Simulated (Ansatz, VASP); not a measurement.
# W in VASP and in Ansatz

```
W
1.0
     0.00000    1.82700    2.03000
     2.03000    0.00000    2.03000
     2.03000    1.82700    0.00000
W
1
Cartesian
  0.0000 0.0000 0.0000
```

Change from the starting cell: strain -0.1000 x Voigt [0, 1, 0, 0, 0, 0], atoms carried along.

Alike in both runs: task single point; functional PBEsol; k mesh 20 × 20 × 20; occupations gaussian, width 0.15 eV; no spin polarisation.

```csv
,VASP,Ansatz
version,VASP 6.6.1,Ansatz 0.2.0
potentials or method,"VASP PAW PBE potentials, release 64 (W_sv), cutoff 520 eV","scalar-relativistic, plane waves, PAW"
valence electrons in the cell,14,14
```

|  | VASP | Ansatz | Ansatz less VASP |
| --- | --- | --- | --- |
| gap on the k mesh at the Fermi level (eV) | none | none | - |
| pressure (GPa) | 20.7 | 19.7 | -0.94 |
| traceless stress, the component that is largest in VASP (GPa) | -19.93 | -19.79 | +0.143 |

VASP's potentials were made for PBE, not for PBEsol. A gap of «none» marks a metal or a gap that the smearing closes.

Spin-orbit coupling is off throughout.
